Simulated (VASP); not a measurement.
Here is a VASP 6.6.1 calculation.

Contents of INCAR:

```
PREC = Accurate
ENCUT = 520
EDIFF = 1E-7
ISMEAR = -1
SIGMA = 0.05
LREAL = Auto
LASPH = T
NELM = 80
ALGO = Normal
ISIF = 2
LWAVE = F
LCHARG = F
GGA = CA
NBANDS = 52
```

File KPOINTS:

```
regular mesh
0
Gamma
  2 2 1
```

Contents of POSCAR:

```
MgC18
1.0
    7.3980000000      0.0000000000      0.0000000000
   -3.6990000000      6.4068560000      0.0000000000
    0.0000000000      0.0000000000     12.0000000000
C Mg
18 1
Direct
   -0.0025263987      0.0014230069      0.0779250833
    0.2210684276      0.1130960334      0.0780071667
   -0.0014847123      0.3356880504      0.0782123333
    0.2197776922      0.4462134001      0.0784090000
   -0.0016385817      0.6676936394      0.0779997500
    0.2199722963      0.7785166391      0.0783925000
    0.3318420477      0.0022791210      0.0784075833
    0.5530863763      0.1128907845      0.0786126667
    0.3316358108      0.3344846521      0.0782511667
    0.5532297882      0.4450997494      0.0781761667
    0.3305780077      0.6678981079      0.0785730000
    0.5541895148      0.7796345040      0.0784885000
    0.6649436181      0.0011529836      0.0785297500
    0.8866521510      0.1120142235      0.0780713333
    0.6639490365      0.3345739314      0.0784200000
    0.8875620387      0.4463043964      0.0782650833
    0.6650087686      0.6687693621      0.0780263333
    0.8864652081      0.7793824303      0.0779355833
    0.8590927078      0.8843192355      0.3387962500
```

Potentials or basis: VASP PAW LDA potentials, release 64 (C, Mg).

Run with:

```bash
$ cat potpaw_LDA.64/C/POTCAR potpaw_LDA.64/Mg/POTCAR > POTCAR
$ mpirun -np 1 vasp_std > vasp.out
```

Estimate the largest force.

0.038 eV/Å.

Estimate the band gap on the k mesh.

0.10 eV.

Forces in eV/Å, atoms in the order of the input:
```
C   -0.002  0.004  0.003
C   -0.005 -0.004  0.001
C    0.006 -0.015  0.002
C    0.001  0.001 -0.001
C   -0.002 -0.002  0.002
C    0.000  0.006  0.002
C    0.004 -0.009  0.004
C    0.002 -0.004  0.001
C   -0.003 -0.005  0.000
C   -0.001  0.016  0.003
C   -0.001  0.002  0.003
C   -0.003  0.000  0.003
C    0.003 -0.002  0.007
C    0.002  0.008  0.002
C    0.004  0.002 -0.003
C   -0.006  0.007  0.003
C    0.007 -0.004  0.001
C    0.006 -0.004  0.001
Mg  -0.011  0.001 -0.036
```

Caveat: the k points lie up to 0.49 Å⁻¹ apart.
